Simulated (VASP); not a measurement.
# B (P6/mmm) in VASP: notebook

B is run at these levels: r2SCAN; tasks: single point, relaxation of cell and atoms.

Program: VASP 6.6.1. These are calculated values, not measurements. Logs are shortened: lines on timing, memory, paths and dates and some standing lists are left out, and cuts for length are marked.

**1. The cell of the first run**

The structure is hexagonal, space group P6/mmm (No. 191). The conventional cell has a = 1.709 Å, b = 1.709 Å, c = 3.461 Å, α = 90.00°, β = 90.00°, γ = 120.00°. B (site symmetry 6/mmm) has 6 B at 1.71 Å within 2.3 Å.

**2. Single point, r2SCAN**

File POSCAR:

```
B
1.0
    1.7089109432      0.0000028977      0.0000000000
   -0.8544579811      1.4799588407      0.0000000000
    0.0000000000      0.0000000000      3.4606935221
B
1
Direct
    0.0000000000      0.0000000000      0.0000000000
```

File INCAR.step1:

```
  PREC = Accurate
  ENCUT = 520
  ISMEAR = 1
  SIGMA = 0.15
  LREAL = F
  LASPH = T
  NELM = 60
  NBANDS = 8
  GGA = PE
  ALGO = Normal
  EDIFF = 1E-4
  LWAVE = T
  LCHARG = F
```

File INCAR.step2:

```
  PREC = Accurate
  ENCUT = 520
  EDIFF = 1E-6
  ISMEAR = 1
  SIGMA = 0.15
  LREAL = F
  LASPH = T
  NELM = 60
  ALGO = Normal
  ISIF = 2
  LWAVE = F
  LCHARG = T
  METAGGA = R2SCAN
  LMIXTAU = T
  LELF = T
  LVHAR = T
  NBANDS = 8
  ISTART = 1
```

File KPOINTS:

```
regular mesh
0
Gamma
  13 13 6
```

Potentials or basis: VASP PAW PBE potentials, release 64 (B).

Started as:

```
$ cat potpaw_PBE.64/B/POTCAR > POTCAR
$ cp INCAR.step1 INCAR
$ mpirun -np 1 vasp_std > vasp.out
$ cp INCAR.step2 INCAR
$ mpirun -np 1 vasp_std > vasp.out
```

OUTCAR:

```text
PREC = Accurate
   ENCUT = 520
   EDIFF = 1E-6
   ISMEAR = 1
   LREAL = F
   LASPH = T
   NELM = 60
   ISIF = 2
   METAGGA = R2SCAN
   ISTART = 1

 ion  position               nearest neighbor table
   1  0.000  0.000  0.000-

  LATTYP: Found a hexagonal cell.
 ALAT       =     1.7089109432
 C/A-ratio  =     2.0250871093

  Lattice vectors:

 A1 = (   1.7089109432,   0.0000028977,   0.0000000000)
 A2 = (  -0.8544579811,   1.4799588407,   0.0000000000)
 A3 = (   0.0000000000,   0.0000000000,   3.4606935221)

Analysis of symmetry for initial positions (statically):
=====================================================================
 Subroutine PRICEL returns:
 Original cell was already a primitive cell.

 Routine SETGRP: Setting up the symmetry group for a
 hexagonal supercell.

 Subroutine GETGRP returns: Found 24 space group operations
 (whereof 24 operations were pure point group operations)
 out of a pool of 24 trial point group operations.

The static configuration has the point symmetry D_6h.

Analysis of symmetry for dynamics (positions and initial velocities):
=====================================================================
 Subroutine PRICEL returns:
 Original cell was already a primitive cell.

 Routine SETGRP: Setting up the symmetry group for a
 hexagonal supercell.

 Subroutine GETGRP returns: Found 24 space group operations
 (whereof 24 operations were pure point group operations)
 out of a pool of 24 trial point group operations.

The dynamic configuration has the point symmetry D_6h.

 Subroutine INISYM returns: Found 24 space group operations
 (whereof 24 operations are pure point group operations),
 and found     1 'primitive' translations

----------------------------------------------------------------------------------------

                                     Primitive cell

  volume of cell :       8.7525

  direct lattice vectors                    reciprocal lattice vectors
     1.708910943  0.000002898  0.000000000     0.585167428  0.337847895  0.000000000
    -0.854457981  1.479958841  0.000000000    -0.000001146  0.675693805  0.000000000
     0.000000000  0.000000000  3.460693522     0.000000000  0.000000000  0.288959422

  length of vectors
     1.708910943  1.708910943  3.460693522     0.675693805  0.675693805  0.288959422

  position of ions in fractional coordinates (direct lattice)
     0.000000000  0.000000000  0.000000000

  ion indices of the primitive-cell ions
   primitive index   ion index
                 1           1

----------------------------------------------------------------------------------------

 KPOINTS: regular mesh

Automatic generation of k-mesh.
 Grid dimensions read from file:
 generate k-points for:   13   13    6

 Generating k-lattice:

  Cartesian coordinates                     Fractional coordinates (reciprocal lattice)
     0.045012879  0.025988300  0.000000000     0.076923077  0.000000000  0.000000000
    -0.000000088  0.051976447  0.000000000     0.000000000  0.076923077  0.000000000
     0.000000000  0.000000000  0.048159904     0.000000000  0.000000000  0.166666667

  Length of vectors
     0.051976447  0.051976447  0.048159904

  Shift w.r.t. Gamma in fractional coordinates (k-lattice)
     0.000000000  0.000000000  0.000000000

 Subroutine IBZKPT returns following result:
 ===========================================

 Found     84 irreducible k-points:

 Following reciprocal coordinates:
            Coordinates               Weight
  0.000000  0.000000  0.000000      1.000000
  0.076923 -0.000000  0.000000      6.000000
  0.153846 -0.000000  0.000000      6.000000
  0.230769  0.000000  0.000000      6.000000
  0.307692 -0.000000  0.000000      6.000000
  0.384615  0.000000  0.000000      6.000000
[... 16 lines left out ...]
  0.076923 -0.000000  0.166667     12.000000
  0.153846 -0.000000  0.166667     12.000000
 [... further k-points ...]
   k-points           NKPTS =     84   k-points in BZ     NKDIM =     84   number of bands    NBANDS=      8
   number of dos      NEDOS =    301   number of ions     NIONS =      1
   total plane-waves  NPLWV =   5488
   dimension x,y,z NGX =    14 NGY =   14 NGZ =   28
   dimension x,y,z NGXF=    28 NGYF=   28 NGZF=   56
   ions per type =               1
   NGX,Y,Z   is equivalent  to a cutoff of  13.62, 13.62, 13.45 a.u.
   NGXF,Y,Z  is equivalent  to a cutoff of  27.24, 27.24, 26.90 a.u.
 SYSTEM =  unknown system
   PREC   = accura    normal or accurate (medium, high low for compatibility)
   ISTART =      1    job   : 0-new  1-cont  2-samecut
   ICHARG =      0    charge: 1-file 2-atom 10-const
   ISPIN  =      1    spin polarized calculation?
   LNONCOLLINEAR =      F non collinear calculations
   LSORBIT =      F    spin-orbit coupling
   LASPH  =      T    aspherical Exc in radial PAW
   ENCUT  =  520.0 eV  38.22 Ry    6.18 a.u.   3.18  3.18  6.43*2*pi/ulx,y,z
   NELM   =     60;   NELMIN=  2; NELMDL=  0     # of ELM steps
   EDIFF  = 0.1E-05   stopping-criterion for ELM
   LREAL  =      F    real-space projection
   EDIFFG = 0.1E-04   stopping-criterion for IOM
   NSW    =      0    number of steps for IOM
   IBRION =     -1    ionic relax: 0-MD 1-quasi-New 2-CG
   NFREE  =      0    steps in history (QN), initial steepest desc. (CG)
   ISIF   =      2    stress and relaxation
   ISYM   =      2    0-nonsym 1-usesym 2-fastsym
   POTIM  = 0.5000    time-step for ionic-motion
   TEBEG  =    0.0;   TEEND  =   0.0 temperature during run
   PSTRESS=    0.0 pullay stress
   NELECT =       3.0000    total number of electrons
   NUPDOWN=      -1.0000    fix difference up-down
   EMIN   =  10.00;   EMAX   =-10.00  energy-range for DOS
   EFERMI =   0.00;   METHOD = LEGACY
   ISMEAR =     1;   SIGMA  =   0.15  broadening in eV -4-tet -1-fermi 0-gaus
   EFERMI_NEDOS =   21; number of points for ismear=-14 and -15
   IALGO  =     38    algorithm
   IMIX   =      4    mixing-type and parameters
     AMIX     =   0.40;   BMIX     =  1.00
     AMIX_MAG =   1.60;   BMIX_MAG =  1.00
  volume/ion in A,a.u.               =       8.75        59.06
  Fermi-wavevector in a.u.,A,eV,Ry     =   1.145700  2.165060 17.859405  1.312629
  Thomas-Fermi vector in A             =   2.282388
   LORBIT       =      0    0 simple, 1 ext, 2 COOP (PROOUT), +10 PAW based schemes
   METAGGA = R2SCAN    functional components
   LHFCALC =     F    Hartree Fock is set to
   AEXX    =    0.0000 exact exchange contribution
   IVDW    =     0    specifies the selected vdW correction
   LEPSILON=     F    determine dielectric tensor
   LRPA    =     F    only Hartree local field effects (RPA)
 non-spin polarized calculation
 Methfessel and Paxton  Order N= 1 SIGMA  =   0.15
  energy-cutoff  :      520.00
  volume of cell :        8.75
 maximum number of plane-waves:       247
 NGX is ok and might be reduce to    14
   NGX =  7   NGY =  7   NGZ = 13

 number of electron       3.0000000 magnetization

 Free energy of the ion-electron system (eV)
  ---------------------------------------------------
  ext. energy  EPLUGINS =         0.00000000
  ---------------------------------------------------
  free energy    TOTEN  =        -6.61523699 eV

  energy without entropy =       -6.61532560  energy(sigma->0) =       -6.61526653

 E-fermi :   5.5740     XC(G=0): -11.0767

 val. band max:        5.5026681916   @ k =   0.3077   0.0769   0.3333
 cond. band min:       5.8705946084   @ k =   0.2308   0.1538   0.1667
 fundamental gap:      0.3679264168
 Fermi energy:         5.5739926221

 k-point     1 :       0.0000    0.0000    0.0000
  band No.  band energies     occupation
      1     -12.5882      2.00000
      2      -1.0129      2.00000
      3       8.7736      0.00000
      4      32.2600      0.00000
      5      32.2600      0.00000
      6      36.5962      0.00000
      7      42.9354      0.00000
      8      53.5972      0.00000

 k-point     2 :       0.0769   -0.0000    0.0000
  band No.  band energies     occupation
      1     -12.2929      2.00000
      2      -0.6025      2.00000
      3       9.1105      0.00000
      4      30.7918      0.00000
      5      31.3467      0.00000
      6      36.8543      0.00000
      7      43.6601      0.00000
      8      49.1709      0.00000

 k-point     3 :       0.1538   -0.0000    0.0000
  band No.  band energies     occupation
      1     -11.4121      2.00000
      2       0.6242      2.00000
      3      10.1026      0.00000
      4      26.9364      0.00000
      5      29.2752      0.00000
      6      37.4411      0.00000
      7      43.6654      0.00000
      8      47.6349      0.00000

 k-point     4 :       0.2308    0.0000    0.0000
  band No.  band energies     occupation
      1      -9.9667      2.00000
      2       2.6507      2.00000
      3      11.6159      0.00000
      4      22.0190      0.00000
      5      27.0157      0.00000
      6      37.0671      0.00000
      7      42.4015      0.00000
      8      45.8683      0.00000

 k-point     5 :       0.3077   -0.0000    0.0000
  band No.  band energies     occupation
      1      -8.0165      2.00000
      2       5.4329      2.03556
      3      12.5749      0.00000
      4      18.2824      0.00000
      5      25.0921      0.00000
      6      32.7550      0.00000
      7      40.8856      0.00000
      8      42.0073      0.00000
[... 177 lines left out ...]
 k-point    22 :       0.0000    0.0000    0.1667
  band No.  band energies     occupation
      1     -12.4805      2.00000
      2      -1.7696      2.00000
      3      10.3227      0.00000
      4      31.9838      0.00000
      5      32.2641      0.00000
      6      32.2641      0.00000
      7      47.8169      0.00000
      8      53.6434      0.00000

 k-point    23 :       0.0769   -0.0000    0.1667
  band No.  band energies     occupation
      1     -12.1874      2.00000
      2      -1.3598      2.00000
      3      10.6610      0.00000
      4      30.3207      0.00000
      5      31.3517      0.00000
      6      32.9763      0.00000
      7      48.0030      0.00000
      8      49.3430      0.00000

 k-point    24 :       0.1538   -0.0000    0.1667
  band No.  band energies     occupation
      1     -11.3130      2.00000
      2      -0.1337      2.00000
      3      11.6513      0.00000
      4      26.7038      0.00000
      5      29.2819      0.00000
      6      33.8057      0.00000
      7      45.1897      0.00000
      8      48.3636      0.00000

 [... further k-points ...]

------------------------ aborting loop because EDIFF is reached ----------------------------------------

  FORCE on cell =-STRESS in cart. coord.  units (eV):
  Direction    XX          YY          ZZ          XY          YZ          ZX
  --------------------------------------------------------------------------------------
  -------------------------------------------------------------------------------------
  Total        0.0124400      0.0124400     -0.0084187     -0.0000000     -0.0000000      0.0000000
  in kB        2.2771836      2.2771836     -1.5410795     -0.0000000     -0.0000000      0.0000000
  external PRESSURE =       1.0044292 kB  Pullay stress =       0.0000000 kB

 VOLUME and BASIS-vectors are now :
 -----------------------------------------------------------------------------
  energy-cutoff  :      520.00
  volume of cell :        8.75
      direct lattice vectors                 reciprocal lattice vectors
     1.708910943  0.000002898  0.000000000     0.585167428  0.337847895  0.000000000
    -0.854457981  1.479958841  0.000000000    -0.000001146  0.675693805  0.000000000
     0.000000000  0.000000000  3.460693522     0.000000000  0.000000000  0.288959422

 POSITION                                       TOTAL-FORCE (eV/Angst)
 -----------------------------------------------------------------------------------
      0.00000      0.00000      0.00000         0.000000      0.000000      0.000000
 -----------------------------------------------------------------------------------
    total drift:                                0.000000     -0.000000     -0.000000

  FREE ENERGIE OF THE ION-ELECTRON SYSTEM (eV)
  ---------------------------------------------------
  free  energy   TOTEN  =        -6.6152369892 eV

  energy  without entropy=       -6.6153256034  energy(sigma->0) =       -6.61526653
```

Wall time 12 s (1 thread of Intel Xeon 6975P-C (Granite Rapids), shared host); peak memory 0.11 GiB.

What came out:

```
Free energy : -6.6152 eV
Pressure    : 0.1 GPa
```

Levels at points of the mesh, in eV from the Fermi level:
```
           k point  band 1  band 2  band 3  band 4  band 5
(0.00, 0.00, 0.00)  -18.16   -6.59    3.20   26.69   26.69
(0.00, 0.00, 0.50)  -17.69   -9.11   11.44   16.38   26.70
```

Caveat: the PAW data sets were made with another functional, which shifts forces and pressure a little.

**3. Single point, r2SCAN**

POSCAR is that of step 2.

File INCAR.step1:

```
PREC = Accurate
ENCUT = 520
ISMEAR = 1
SIGMA = 0.15
LREAL = F
LASPH = T
NELM = 100
NBANDS = 8
GGA = PE
ALGO = Normal
EDIFF = 1E-4
LWAVE = T
LCHARG = F
```

File INCAR.step2:

```
PREC = Accurate
ENCUT = 520
EDIFF = 1E-6
ISMEAR = 1
SIGMA = 0.15
LREAL = F
LASPH = T
NELM = 100
ALGO = Normal
ISIF = 2
LWAVE = F
LCHARG = F
METAGGA = R2SCAN
LMIXTAU = T
NBANDS = 8
ISTART = 1
```

File KPOINTS:

```
regular mesh
0
Gamma
  17 17 7
```

Potentials or basis: VASP PAW PBE potentials, release 64 (B).

Started as:

```
$ cat potpaw_PBE.64/B/POTCAR > POTCAR
$ cp INCAR.step1 INCAR
$ mpirun -np 1 vasp_std > vasp.out
$ cp INCAR.step2 INCAR
$ mpirun -np 1 vasp_std > vasp.out
```

Run time: 19 s. Hardware: 1 thread of Intel Xeon 6975P-C (Granite Rapids), shared host; peak memory 0.11 GiB.

The run converged. Its results:

```
Free energy : -6.5853 eV
Pressure    : 0.9 GPa
```

Stress tensor (GPa, compression positive):
```
-0.65  0.00  0.00
 0.00 -0.65  0.00
 0.00  0.00  3.88
```

Levels at points of the mesh, in eV from the Fermi level:
```
           k point  band 1  band 2  band 3  band 4  band 5
(0.00, 0.00, 0.00)  -18.25   -6.70    3.06   26.61   26.61
```

Caveat: the PAW data sets were made with another functional, which shifts forces and pressure a little.

**4. Relaxation of cell and atoms, r2SCAN**

This run uses another cell than the first one, of 9.12 Å³/atom, 1.043 times its volume.

File POSCAR:

```
B
1.0
    1.7024300000      0.0000000000      0.0000000000
   -0.8512200000      1.4743500000      0.0000000000
    0.0000000000      0.0000000000      3.6354200000
B
1
Direct
    0.0000000000      0.0000000000      0.0000000000
```

File INCAR.step1:

```
PREC = Accurate
ENCUT = 600
ISMEAR = 1
SIGMA = 0.15
LREAL = F
LASPH = T
NELM = 100
GGA = PE
ALGO = Normal
EDIFF = 1E-4
LWAVE = T
LCHARG = F
```

File INCAR.step2:

```
PREC = Accurate
ENCUT = 600
EDIFF = 1E-6
ISMEAR = 1
SIGMA = 0.15
LREAL = F
LASPH = T
NELM = 100
ALGO = Normal
ISIF = 3
LWAVE = F
LCHARG = F
METAGGA = R2SCAN
LMIXTAU = T
IBRION = 2
NSW = 60
EDIFFG = -0.01
ISTART = 1
```

File KPOINTS:

```
Automatic mesh
0
Gamma
  13 13 6
```

Started as:

```
$ cat potpaw_PBE.64/B/POTCAR > POTCAR
$ cp INCAR.step1 INCAR
$ mpirun -np 1 vasp_std > vasp.out
$ cp INCAR.step2 INCAR
$ mpirun -np 1 vasp_std > vasp.out
```

Wall time 55 s (1 thread of Intel Xeon 6975P-C (Granite Rapids), shared host); peak memory 0.11 GiB.

Results (log left out):

* Free energy: -6.6169 eV
* Relaxed volume: 8.71 Å³/atom
* Relaxed cell: a = 1.709 Å, b = 1.709 Å, c = 3.444 Å, α = 90.00°, β = 90.00°, γ = 120.00°
* Space group after relaxing (to 0.05 Å): P6/mmm (No. 191)
* Energy gained by relaxing: 5.8 meV/atom
* Ionic steps: 10
* Pressure after relaxing: 0.1 GPa

Stress tensor (GPa, compression positive):
```
0.02 0.00 0.00
0.00 0.02 0.00
0.00 0.00 0.14
```

The path:
```
step  energy change (eV)  largest force (eV/Å)  pressure (GPa)  volume (Å³)
   1              0.0000                0.0000            1.84         9.12
   2              0.0001                0.0000           -4.55         9.26
   3             -0.0015                0.0000           -1.34         9.19
   4             -0.0025                0.0000           -1.32         9.12
   5             -0.0051                0.0000           -1.03         8.92
   6             -0.0052                0.0000           -0.25         8.51
   7             -0.0057                0.0000           -0.60         8.70
   8             -0.0058                0.0000           -0.71         8.73
   9             -0.0049                0.0000            2.79         8.63
  10             -0.0058                0.0000            0.06         8.71
```

Final structure:
```cif
data_structure
_symmetry_space_group_name_H-M 'P 1'
_symmetry_Int_Tables_number 1
_cell_length_a 1.7092
_cell_length_b 1.7092
_cell_length_c 3.4435
_cell_angle_alpha 90.000
_cell_angle_beta 90.000
_cell_angle_gamma 120.000
_cell_volume 8.71
loop_
_atom_site_label
_atom_site_type_symbol
_atom_site_fract_x
_atom_site_fract_y
_atom_site_fract_z
_atom_site_occupancy
B1 B 0.00000 0.00000 0.00000 1
```

Levels at points of the mesh, in eV from the Fermi level:
```tsv
k point	band 1	band 2	band 3	band 4	band 5
(0.00, 0.00, 0.00)	-18.16	-6.54	3.26	26.69	26.69
(0.00, 0.00, 0.50)	-17.67	-9.12	11.61	16.60	26.70
```

Caveat: the PAW data sets were made with another functional, which shifts forces and pressure a little.

**5. Overview**

| task | cell | k mesh | cutoff (eV) | gap on the mesh (eV) | pressure (GPa) |
| --- | --- | --- | --- | --- | --- |
| single point | a = 1.709, b = 1.709, c = 3.461 Å, angles 90.0, 90.0, 120.0°, 1 atom | 13 × 13 × 6 | 520 | none | 0.1 |
| single point | a = 1.709, b = 1.709, c = 3.461 Å, angles 90.0, 90.0, 120.0°, 1 atom | 17 × 17 × 7 | 520 | none | 0.9 |
| relaxation of cell and atoms | relaxed from a = 1.702, b = 1.702, c = 3.635 Å, angles 90.0, 90.0, 120.0°, 1 atom | 13 × 13 × 6 | 600 | none | 0.1 |

Alike in all rows: level r2SCAN; potentials or basis VASP PAW PBE potentials, release 64 (B); no spin polarisation; smearing methfessel-paxton 0.15 eV.

Caveats: the PAW data sets were made with another functional, which shifts forces and pressure a little.

Total energies depend on the potentials used, so only differences within one code and one set of settings carry meaning.
